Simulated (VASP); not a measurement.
Here is a VASP 6.6.1 calculation.

The input INCAR:

```
  ALGO = Normal
  EDIFF = 1E-7
  ENCUT = 520
  GGA = PE
  ISIF = 2
  ISMEAR = 0
  LASPH = T
  LCHARG = F
  LREAL = F
  LWAVE = F
  NBANDS = 11
  NELM = 80
  PREC = Accurate
  SIGMA = 0.01
```

The input KPOINTS:

```
k-points
0
Gamma
  6 6 6
```

The input POSCAR:

```
C
1.0
   -0.0178012414      1.7801241434      1.7801241434
    1.7801241434     -0.0178012414      1.7801241434
    1.7623229020      1.7623229020      0.0000000000
C
2
Direct
   -0.0001608287     -0.0001608287      0.0001608287
    0.2501608287      0.2501608287      0.2498391713
```

Potentials or basis: VASP PAW PBE potentials, release 64 (C).

Launch:

```console
$ cat potpaw_PBE.64/C/POTCAR > POTCAR
$ mpirun -np 1 vasp_std > vasp.out
```

(1) Estimate the largest force.

(2) Estimate the band gap on the k mesh.

(3) Estimate the pressure.

Results:

(1) 0.025 eV/Å.

(2) 4.11 eV (least direct gap 5.29 eV).

(3) 5.2 GPa.

Caveat: the k points lie up to 0.51 Å⁻¹ apart; the cell differs from its parent crystal (shear xy strain -2.0%).
